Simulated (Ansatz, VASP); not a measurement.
## KF: VASP beside Ansatz

```
CELL_PARAMETERS angstrom
0.00000 2.60666 2.60666
2.60666 0.00000 2.60666
2.60666 2.60666 0.00000
ATOMIC_POSITIONS crystal
K 0.00000 0.00000 0.00000
F 0.50000 0.50000 0.50000
```

Change from the starting cell: strain -0.025 along x and y, -0.025 along z, atoms carried along.

Alike in both runs: task single point; functional r2SCAN; k mesh 8 × 8 × 8; occupations gaussian, width 0.05 eV; no spin polarisation.

|  | VASP | Ansatz |
| --- | --- | --- |
| version | VASP 6.6.1 | Ansatz 0.2.0 |
| potentials or method | VASP PAW PBE potentials, release 64 (K_sv, F), cutoff 520 eV | scalar-relativistic, plane waves, PAW |
| valence electrons in the cell | 16 | 16 |

|  | VASP | Ansatz | Ansatz less VASP |
| --- | --- | --- | --- |
| gap on the k mesh at the Fermi level (eV) | 7.24 | 7.24 | +0.001 |
| least direct gap on the mesh (eV) | 7.24 | 7.24 | +0.001 |
| pressure (GPa) | 2.5 | 2.4 | -0.01 |

VASP's potentials were made for PBE, not for r2SCAN.
